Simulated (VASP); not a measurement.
# Si in VASP: a series of runs

Runs on Si. Level: PBE. Tasks: single point, relaxation of the atoms.

Program: VASP 6.6.1. These are calculated values, not measurements. Logs are shortened: lines on timing, memory, paths and dates and some standing lists are left out, and cuts for length are marked.

### 1 The cell of the first run

The cell holds a slab with vacuum, 6 atoms: a = 3.851 Å, b = 3.851 Å, c = 17.166 Å, α = 90.00°, β = 90.00°, γ = 120.00°.

### 2 Single point, PBE

File INCAR:

```
PREC = Accurate
ENCUT = 520
EDIFF = 1E-6
ISMEAR = 0
SIGMA = 0.05
LREAL = False
LASPH = True
NELM = 60
ALGO = Normal
ISIF = 2
LWAVE = False
LCHARG = True
LDIPOL = True
IDIPOL = 3
DIPOL = 0.5 0.5 0.500
GGA = PE
LELF = True
LVHAR = True
LVACPOTAV = True
NBANDS = 21
```

File KPOINTS:

```
regular mesh
0
Gamma
  9 9 1
```

File POSCAR:

```
Si
1.0
    3.8512806267      0.0000000000      0.0000000000
   -1.9256403134      3.3353068599      0.0000000000
    0.0000000000      0.0000000000     17.1661364135
Si
6
Direct
    0.6666666667      0.3333333333      0.2912711329
    0.3333333333      0.6666666667      0.3379393931
    0.3333333333      0.6666666667      0.4766658699
    0.6666666667      0.3333333333      0.5233341301
    0.6666666667      0.3333333333      0.6620606069
    0.3333333333      0.6666666667      0.7087288671
```

Potentials or basis: VASP PAW PBE potentials, release 64 (Si).

Run with:

```
cat potpaw_PBE.64/Si/POTCAR > POTCAR
mpirun -np 1 vasp_std > vasp.out
```

OUTCAR:

```text
PREC = Accurate
   ENCUT = 520
   EDIFF = 1E-6
   ISMEAR = 0
   LREAL = False
   LASPH = True
   NELM = 60
   ISIF = 2
   GGA = PE

 ion  position               nearest neighbor table
   1  0.667  0.333  0.291-   2 2.36   2 2.36   2 2.36
   2  0.333  0.667  0.338-   1 2.36   1 2.36   1 2.36   3 2.38
   3  0.333  0.667  0.477-   4 2.36   4 2.36   4 2.36   2 2.38
   4  0.667  0.333  0.523-   3 2.36   3 2.36   3 2.36   5 2.38
   5  0.667  0.333  0.662-   6 2.36   6 2.36   6 2.36   4 2.38
   6  0.333  0.667  0.709-   5 2.36   5 2.36   5 2.36

  LATTYP: Found a hexagonal cell.
 ALAT       =     3.8512806267
 C/A-ratio  =     4.4572541130

  Lattice vectors:

 A1 = (   3.8512806267,   0.0000000000,   0.0000000000)
 A2 = (  -1.9256403134,   3.3353068599,   0.0000000000)
 A3 = (   0.0000000000,   0.0000000000,  17.1661364135)

Analysis of symmetry for initial positions (statically):
=====================================================================
 Subroutine PRICEL returns:
 Original cell was already a primitive cell.

 Routine SETGRP: Setting up the symmetry group for a
 hexagonal supercell.

 Subroutine GETGRP returns: Found 12 space group operations
 (whereof 12 operations were pure point group operations)
 out of a pool of 24 trial point group operations.

The static configuration has the point symmetry D_3d.

Analysis of symmetry for dynamics (positions and initial velocities):
=====================================================================
 Subroutine PRICEL returns:
 Original cell was already a primitive cell.

 Routine SETGRP: Setting up the symmetry group for a
 hexagonal supercell.

 Subroutine GETGRP returns: Found 12 space group operations
 (whereof 12 operations were pure point group operations)
 out of a pool of 24 trial point group operations.

The dynamic configuration has the point symmetry D_3d.

 Subroutine INISYM returns: Found 12 space group operations
 (whereof 12 operations are pure point group operations),
 and found     1 'primitive' translations

----------------------------------------------------------------------------------------

                                     Primitive cell

  volume of cell :     220.5025

  direct lattice vectors                    reciprocal lattice vectors
     3.851280627  0.000000000  0.000000000     0.259653891  0.149911244  0.000000000
    -1.925640313  3.335306860  0.000000000     0.000000000  0.299822488  0.000000000
     0.000000000  0.000000000 17.166136413     0.000000000  0.000000000  0.058254227

  length of vectors
     3.851280627  3.851280627 17.166136413     0.299822488  0.299822488  0.058254227

  position of ions in fractional coordinates (direct lattice)
     0.666666667  0.333333333  0.291271133
     0.333333333  0.666666667  0.337939393
     0.333333333  0.666666667  0.476665870
     0.666666667  0.333333333  0.523334130
     0.666666667  0.333333333  0.662060607
     0.333333333  0.666666667  0.708728867

  ion indices of the primitive-cell ions
   primitive index   ion index
                 1           1
                 2           2
                 3           3
                 4           4
                 5           5
                 6           6

----------------------------------------------------------------------------------------

 KPOINTS: regular mesh

Automatic generation of k-mesh.
 Grid dimensions read from file:
 generate k-points for:    9    9    1

 Generating k-lattice:

  Cartesian coordinates                     Fractional coordinates (reciprocal lattice)
     0.028850432  0.016656805  0.000000000     0.111111111  0.000000000  0.000000000
     0.000000000  0.033313610  0.000000000     0.000000000  0.111111111  0.000000000
     0.000000000  0.000000000  0.058254227     0.000000000  0.000000000  1.000000000

  Length of vectors
     0.033313610  0.033313610  0.058254227

  Shift w.r.t. Gamma in fractional coordinates (k-lattice)
     0.000000000  0.000000000  0.000000000

 Subroutine IBZKPT returns following result:
 ===========================================

 Found     12 irreducible k-points:

 Following reciprocal coordinates:
            Coordinates               Weight
  0.000000  0.000000  0.000000      1.000000
  0.111111 -0.000000  0.000000      6.000000
  0.222222 -0.000000  0.000000      6.000000
  0.333333  0.000000  0.000000      6.000000
  0.444444 -0.000000  0.000000      6.000000
  0.111111  0.111111  0.000000      6.000000
  0.222222  0.111111  0.000000     12.000000
  0.333333  0.111111  0.000000     12.000000
  0.444444  0.111111  0.000000      6.000000
  0.222222  0.222222  0.000000      6.000000
  0.333333  0.222222  0.000000     12.000000
  0.333333  0.333333  0.000000      2.000000
   k-points           NKPTS =     12   k-points in BZ     NKDIM =     12   number of bands    NBANDS=     21
   number of dos      NEDOS =    301   number of ions     NIONS =      6
   total plane-waves  NPLWV = 115200
[... 34 lines left out ...]
     AMIX     =   0.40;   BMIX     =  1.00
     AMIX_MAG =   1.60;   BMIX_MAG =  1.00
  volume/ion in A,a.u.               =      36.75       248.00
  Fermi-wavevector in a.u.,A,eV,Ry     =   0.781641  1.477088  8.312654  0.610963
  Thomas-Fermi vector in A             =   1.885201
   LORBIT       =      0    0 simple, 1 ext, 2 COOP (PROOUT), +10 PAW based schemes
   GGA     = PE    functional components
   LHFCALC =     F    Hartree Fock is set to
   AEXX    =    0.0000 exact exchange contribution
   IVDW    =     0    specifies the selected vdW correction
   LEPSILON=     F    determine dielectric tensor
   LRPA    =     F    only Hartree local field effects (RPA)
 non-spin polarized calculation
 Gauss-broadening in eV      SIGMA  =   0.05
  energy-cutoff  :      520.00
  volume of cell :      220.50
 maximum number of plane-waves:      5967
 NGX is ok and might be reduce to    30
   NGX = 15   NGY = 15   NGZ = 63

 number of electron      24.0000002 magnetization

 dipolmoment           0.000000      0.000000      0.000000 electrons x Angstroem

 Free energy of the ion-electron system (eV)
  ---------------------------------------------------
  ext. energy  EPLUGINS =         0.00000000
  ---------------------------------------------------
  free energy    TOTEN  =       -30.05385709 eV

  energy without entropy =      -30.05136723  energy(sigma->0) =      -30.05261216

 E-fermi :   1.0142     XC(G=0):  -6.0402

 val. band max:        0.9587073542   @ k =   0.2222   0.1111   0.0000
 cond. band min:       1.0712701821   @ k =   0.2222   0.1111   0.0000
 fundamental gap:      0.1125628279
 Fermi energy:         1.0141699887

 k-point     1 :       0.0000    0.0000    0.0000
  band No.  band energies     occupation
      1     -10.5307      2.00000
      2      -9.7251      2.00000
      3      -8.8735      2.00000
      4      -4.8711      2.00000
      5      -2.6584      2.00000
      6      -0.0189      2.00000
[... 13 lines left out ...]
     20       4.4790      0.00000
     21       5.1773      0.00000

 k-point     2 :       0.1111   -0.0000    0.0000
  band No.  band energies     occupation
      1     -10.3895      2.00000
      2      -9.5835      2.00000
      3      -8.7290      2.00000
      4      -4.8100      2.00000
      5      -2.6413      2.00000
      6      -1.0636      2.00000
[... 13 lines left out ...]
     20       4.9786      0.00000
     21       5.3355      0.00000

 k-point     3 :       0.2222   -0.0000    0.0000
  band No.  band energies     occupation
      1      -9.9733      2.00000
      2      -9.1667      2.00000
      3      -8.3018      2.00000
      4      -4.7834      2.00000
      5      -3.0312      2.00000
      6      -2.4581      2.00000
[... 13 lines left out ...]
     20       6.0610      0.00000
     21       6.0863      0.00000
[... 169 lines left out ...]
 k-point    11 :       0.3333    0.2222    0.0000
  band No.  band energies     occupation
      1      -8.1883      2.00000
      2      -7.5045      2.00000
      3      -6.4316      2.00000
      4      -6.4000      2.00000
      5      -5.5890      2.00000
      6      -4.8252      2.00000
[... 13 lines left out ...]
     20       6.2375      0.00000
     21       6.4778      0.00000

 k-point    12 :       0.3333    0.3333    0.0000
  band No.  band energies     occupation
      1      -7.5564      2.00000
      2      -7.5564      2.00000
      3      -6.2913      2.00000
      4      -6.2913      2.00000
      5      -5.5365      2.00000
      6      -5.5365      2.00000
[... 13 lines left out ...]
     20       7.0398      0.00000
     21       7.0398      0.00000

------------------------ aborting loop because EDIFF is reached ----------------------------------------

  FORCE on cell =-STRESS in cart. coord.  units (eV):
  Direction    XX          YY          ZZ          XY          YZ          ZX
  --------------------------------------------------------------------------------------
  -------------------------------------------------------------------------------------
  Total       -0.3497039     -0.3497039     -0.9555323      0.0000000     -0.0000000     -0.0000000
  in kB       -2.5409585     -2.5409585     -6.9429245      0.0000000     -0.0000000     -0.0000000
  external PRESSURE =      -4.0082805 kB  Pullay stress =       0.0000000 kB

 VOLUME and BASIS-vectors are now :
 -----------------------------------------------------------------------------
  energy-cutoff  :      520.00
  volume of cell :      220.50
      direct lattice vectors                 reciprocal lattice vectors
     3.851280627  0.000000000  0.000000000     0.259653891  0.149911244  0.000000000
    -1.925640313  3.335306860  0.000000000     0.000000000  0.299822488  0.000000000
     0.000000000  0.000000000 17.166136413     0.000000000  0.000000000  0.058254227

 POSITION                                       TOTAL-FORCE (eV/Angst)
 -----------------------------------------------------------------------------------
      1.92564      1.11177      5.00000        -0.000000      0.000000      0.565913
     -0.00000      2.22354      5.80111        -0.000000     -0.000000     -0.593752
     -0.00000      2.22354      8.18251        -0.000000      0.000000      0.243758
      1.92564      1.11177      8.98363         0.000000      0.000000     -0.243758
      1.92564      1.11177     11.36502         0.000000      0.000000      0.593752
     -0.00000      2.22354     12.16614         0.000000     -0.000000     -0.565913
 -----------------------------------------------------------------------------------
    total drift:                               -0.000000      0.000000      0.000000

  FREE ENERGIE OF THE ION-ELECTRON SYSTEM (eV)
  ---------------------------------------------------
  free  energy   TOTEN  =       -30.0538570927 eV

  energy  without entropy=      -30.0513672301  energy(sigma->0) =      -30.05261216

 vacuum level on the upper side and lower side of the slab         5.711         5.711
```

Run time: 51 s. Hardware: 1 thread of Intel Xeon Platinum 8559C (Emerald Rapids), shared host; peak memory 0.32 GiB.

What came out:

| Quantity | Value |
| --- | --- |
| Free energy | -30.0539 eV |
| Largest force | 0.594 eV/Å |
| Band gap on the k mesh | zero (band 12 reaches 1.08 eV, above the bottom of band 13 at 0.89 eV) |

Forces on the atoms (eV/Å):
```
Si   0.000  0.000  0.566
Si   0.000  0.000 -0.594
Si   0.000  0.000  0.244
Si   0.000  0.000 -0.244
Si   0.000  0.000  0.594
Si   0.000  0.000 -0.566
```

### 3 Single point, PBE

This run uses another cell than the first one, of 47.45 Å³/atom, 1.291 times its volume.

File INCAR:

```
  PREC = Accurate
  ENCUT = 520
  EDIFF = 1E-6
  ISMEAR = 0
  SIGMA = 0.05
  LREAL = F
  LASPH = T
  NELM = 60
  ALGO = Normal
  ISIF = 2
  LWAVE = F
  LCHARG = T
  LDIPOL = T
  IDIPOL = 3
  DIPOL = 0.5 0.5 0.500
  GGA = PE
  LELF = T
  LVHAR = T
  LVACPOTAV = T
  NBANDS = 21
```

KPOINTS is that of step 2.

File POSCAR:

```
Si
1.0
    3.8512806267      0.0000000000      0.0000000000
   -1.9256403134      3.3353068599      0.0000000000
    0.0000000000      0.0000000000     22.1661364135
Si
6
Direct
    0.6666666667      0.3333333333      0.3383539585
    0.3333333333      0.6666666667      0.3744952917
    0.3333333333      0.6666666667      0.4819293334
    0.6666666667      0.3333333333      0.5180706666
    0.6666666667      0.3333333333      0.6255047083
    0.3333333333      0.6666666667      0.6616460415
```

Potentials or basis: VASP PAW PBE potentials, release 64 (Si).

Run with:

```
cat potpaw_PBE.64/Si/POTCAR > POTCAR
mpirun -np 1 vasp_std > vasp.out
```

It took 97 s on 1 thread of Intel Xeon Platinum 8559C (Emerald Rapids), shared host; peak memory 0.37 GiB.

The run converged. Its results:

```
Free energy            : -30.0537 eV
Largest force          : 0.594 eV/Å
Band gap on the k mesh : zero (band 12 reaches -0.21 eV, above the bottom of band 13 at -0.40 eV)
```

Forces on the atoms (eV/Å):
```
Si   0.000  0.000  0.566
Si   0.000  0.000 -0.594
Si   0.000  0.000  0.244
Si   0.000  0.000 -0.244
Si   0.000  0.000  0.594
Si   0.000  0.000 -0.566
```

Levels at points of the mesh, in eV from the Fermi level:
```tsv
k point	band 10	band 11	band 12	band 13	band 14	band 15
(0.00, 0.00, 0.00)	-0.45	0.07	0.07	0.74	1.54	2.58
```

### 4 Single point, PBE

This run uses another cell than the first one, of 47.45 Å³/atom, 1.291 times its volume.

File INCAR:

```
SYSTEM = Si
PREC = Accurate ; ENCUT = 520
EDIFF = 1E-7 ; ISMEAR = 0
SIGMA = 0.05 ; LREAL = .FALSE.
LASPH = .TRUE. ; NELM = 100
ALGO = Normal ; ISIF = 2
LWAVE = .FALSE. ; LCHARG = .FALSE.
LDIPOL = .TRUE. ; IDIPOL = 3
DIPOL = 0.5 0.5 0.500 ; GGA = PE
NBANDS = 21
```

File KPOINTS:

```
Automatic mesh
0
G
  9 9 1
  0 0 0
```

File POSCAR:

```
Si
1.0
    3.8512806267      0.0000000000      0.0000000000
   -1.9256403134      3.3353068598      0.0000000000
    0.0000000000      0.0000000000     22.1661364135
Si
6
Direct
    0.6666666667      0.3333333333      0.3433270093
    0.3333333333      0.6666666667      0.3740020243
    0.3333333333      0.6666666667      0.4827863151
    0.6666666667      0.3333333333      0.5172129465
    0.6666666667      0.3333333333      0.6260003383
    0.3333333333      0.6666666667      0.6566713665
```

Run with:

```
cat potpaw_PBE.64/Si/POTCAR > POTCAR
mpirun -np 1 vasp_std > vasp.out
```

It took 1.7 min on 1 thread of Intel Xeon Platinum 8559C (Emerald Rapids), shared host; peak memory 0.37 GiB.

The run converged. Its results:

```yaml
Free_energy: -30.1305 eV
Largest_force: 0.006 eV/Å
Band_gap_on_the_k_mesh: zero (band 12 reaches -0.18 eV, above the bottom of band 13 at -0.32 eV)
```

Forces in eV/Å, atoms in the order of the input:
```
Si   0.000  0.000  0.006
Si   0.000  0.000 -0.002
Si   0.000  0.000 -0.004
Si   0.000  0.000  0.004
Si   0.000  0.000  0.002
Si   0.000  0.000 -0.006
```

Levels at points of the mesh, in eV from the Fermi level:
```
           k point  band 8  band 9  band 10  band 11  band 12  band 13  band 14  band 15  band 16  band 17
(0.00, 0.00, 0.00)   -0.90   -0.90    -0.72    -0.26    -0.26     0.82     1.23     2.32     2.45     2.45
```

### 5 Single point, PBE

This run uses another cell than the first one, of 47.45 Å³/atom, 1.291 times its volume.

File INCAR:

```
SYSTEM = Si
PREC = Accurate ; ENCUT = 520
EDIFF = 1E-6 ; ISMEAR = 0
SIGMA = 0.5 ; LREAL = .False.
LASPH = .True. ; NELM = 80
ALGO = Normal ; ISIF = 2
LWAVE = .False. ; LCHARG = .False.
LDIPOL = .True. ; IDIPOL = 3
DIPOL = 0.5 0.5 0.500 ; GGA = PE
NBANDS = 21
```

File KPOINTS:

```
Automatic mesh
0
Gamma
  9 9 1
  0 0 0
```

File POSCAR:

```
Si
1.0
    3.8512806267      0.0000000000      0.0000000000
   -1.9256403134      3.3353068599      0.0000000000
    0.0000000000      0.0000000000     22.1661364135
Si
6
Direct
    0.6666666667      0.3333333333      0.3383539585
    0.3333333333      0.6666666667      0.3744952917
    0.3333333333      0.6666666667      0.4819293334
    0.6666666667      0.3333333333      0.5180706666
    0.6666666667      0.3333333333      0.6255047083
    0.3333333333      0.6666666667      0.6616460415
```

Run with:

```
cat potpaw_PBE.64/Si/POTCAR > POTCAR
mpirun -np 1 vasp_std > vasp.out
```

It took 70 s on 1 thread of Intel Xeon Platinum 8559C (Emerald Rapids), shared host; peak memory 0.38 GiB.

It converged, with:

```yaml
Free_energy: -30.2582 eV
Largest_force: 0.566 eV/Å
Band_gap_on_the_k_mesh: zero (band 12 reaches -0.27 eV, above the bottom of band 13 at -0.41 eV)
```

Forces in eV/Å, atoms in the order of the input:
```
Si   0.000  0.000  0.432
Si   0.000  0.000 -0.566
Si   0.000  0.000  0.210
Si   0.000  0.000 -0.210
Si   0.000  0.000  0.566
Si   0.000  0.000 -0.432
```

Levels at points of the mesh, in eV from the Fermi level:
```
           k point  band 10  band 11  band 12  band 13  band 14  band 15
(0.00, 0.00, 0.00)    -0.41     0.09     0.09     0.78     1.54     2.63
```

### 6 Relaxation of the atoms, PBE

This run uses another cell than the first one, of 47.45 Å³/atom, 1.291 times its volume.

File INCAR:

```
  PREC = Accurate
  ENCUT = 520
  EDIFF = 1E-7
  ISMEAR = 0
  SIGMA = 0.05
  LREAL = F
  LASPH = T
  NELM = 80
  ALGO = Normal
  ISIF = 2
  LWAVE = F
  LCHARG = F
  LDIPOL = T
  IDIPOL = 3
  DIPOL = 0.5 0.5 0.500
  GGA = PE
  IBRION = 2
  NSW = 80
  EDIFFG = -0.02
  LUSENCCL = F
```

File KPOINTS:

```
regular mesh
0
Gamma
  9 9 1
```

POSCAR is that of step 5.

Potentials or basis: VASP PAW PBE potentials, release 64 (Si).

Run with:

```
cat potpaw_PBE.64/Si/POTCAR > POTCAR
mpirun -np 1 vasp_std > vasp.out
```

It took 2.7 min on 1 × NVIDIA H100 80GB with 1 thread of AMD EPYC 7R13 (Zen 3), shared host; peak memory 1.4 GiB.

Results (log left out):

| Property | Result |
| --- | --- |
| Free energy | -30.1305 eV |
| Energy gained by relaxing | 12.8 meV/atom |
| Ionic steps | 10 |
| Largest force after relaxing | 0.010 eV/Å |
| Band gap on the k mesh | zero (band 12 reaches -0.18 eV, above the bottom of band 13 at -0.31 eV) |

Forces in eV/Å, atoms in the order of the input:
```
Si   0.000  0.000 -0.009
Si   0.000  0.000  0.010
Si   0.000  0.000  0.001
Si   0.000  0.000 -0.001
Si   0.000  0.000 -0.010
Si   0.000  0.000  0.009
```

Step by step:
| step | energy change (eV) | largest force (eV/Å) | pressure (GPa) |
| --- | --- | --- | --- |
| 1 | 0.0000 | 0.5941 | -0.31 |
| 2 | -0.0515 | 0.3428 | -0.16 |
| 3 | -0.0631 | 0.1515 | -0.04 |
| 4 | -0.0672 | 0.1043 | 0.00 |
| 5 | -0.0693 | 0.0946 | 0.07 |
| 6 | -0.0720 | 0.0827 | 0.13 |
| 7 | -0.0763 | 0.0726 | 0.32 |
| 8 | -0.0765 | 0.0731 | 0.37 |
| 9 | -0.0765 | 0.0732 | 0.37 |
| 10 | -0.0768 | 0.0103 | 0.37 |

Final structure:
```yaml
crystal:
  lattice:
    - [3.85128, 0.00000, 0.00000]
    - [-1.92564, 3.33531, 0.00000]
    - [0.00000, 0.00000, 22.16614]
  atoms:
    - { symbol: Si, position: [0.66667, 0.33333, 0.34345] }
    - { symbol: Si, position: [0.33333, 0.66667, 0.37398] }
    - { symbol: Si, position: [0.33333, 0.66667, 0.48277] }
    - { symbol: Si, position: [0.66667, 0.33333, 0.51723] }
    - { symbol: Si, position: [0.66667, 0.33333, 0.62602] }
    - { symbol: Si, position: [0.33333, 0.66667, 0.65655] }
```

Levels at points of the mesh, in eV from the Fermi level:
```
           k point  band 10  band 11  band 12  band 13  band 14  band 15
(0.00, 0.00, 0.00)    -0.72    -0.27    -0.27     0.82     1.22     2.31
```

### 7 Overview

```csv
task,cell,smearing,gap on the mesh (eV),largest force (eV/Å)
single point,"a = 3.851, b = 3.851, c = 17.166 Å, angles 90.0, 90.0, 120.0°, 6 atoms",gaussian 0.05 eV,none,0.59
single point,"a = 3.851, b = 3.851, c = 22.166 Å, angles 90.0, 90.0, 120.0°, 6 atoms",gaussian 0.05 eV,none,0.01
single point,"a = 3.851, b = 3.851, c = 22.166 Å, angles 90.0, 90.0, 120.0°, 6 atoms",gaussian 0.5 eV,none,0.57
relaxation of the atoms,"atoms relaxed from a = 3.851, b = 3.851, c = 22.166 Å, angles 90.0, 90.0, 120.0°, 6 atoms",gaussian 0.05 eV,none,0.01
```

Alike in all rows: level PBE; potentials or basis VASP PAW PBE potentials, release 64 (Si); no spin polarisation; k mesh 9 × 9 × 1; cutoff (eV) 520.

Total energies depend on the potentials used, so only differences within one code and one set of settings carry meaning.
